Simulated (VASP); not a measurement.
Wanted: the native input for a VASP 6.6.1 run.

```
Task                   : single point
Functional             : PBE
Potentials or basis    : VASP PAW PBE potentials, release 64 (Ti_sv, Al)
Cutoff                 : 520 eV
k mesh                 : 18 × 18 × 10
Occupations            : gaussian, width 0.15 eV
Spin                   : no spin polarisation
Dipole correction      : no
Further INCAR settings : ALGO = Normal; EDIFF = 1e-06; NBANDS = 14
```

The structure of TiAl lies in POSCAR:

```
TiAl
1.0
    2.9170000000      0.0000000000      0.0000000000
   -1.4585000000      2.5261961028      0.0000000000
    0.0000000000      0.0000000000      4.7414000000
Ti Al
1 1
Direct
    0.0000000000      0.0000000000      0.0000000000
    0.3333333333      0.6666666667      0.5000000000
```

The input as run:

INCAR

```
  ALGO = Normal
  EDIFF = 1E-6
  ENCUT = 520
  GGA = PE
  ISIF = 2
  ISMEAR = 0
  LASPH = True
  LCHARG = True
  LELF = True
  LREAL = False
  LVHAR = True
  LWAVE = False
  NBANDS = 14
  NELM = 100
  PREC = Accurate
  SIGMA = 0.15
```

KPOINTS

```
k-points
0
Gamma
  18 18 10
```

Potentials or basis: VASP PAW PBE potentials, release 64 (Ti_sv, Al).

Run with:

```console
$ cat potpaw_PBE.64/Ti_sv/POTCAR potpaw_PBE.64/Al/POTCAR > POTCAR
$ mpirun -np 1 vasp_std > vasp.out
```

Results of the run:

```yaml
Pressure: -4.4 GPa
```

Wall time 53 s on 1 thread of AMD EPYC 9R45 96-Core Processor (Zen 5) (shared host), peak memory 0.21 GiB.
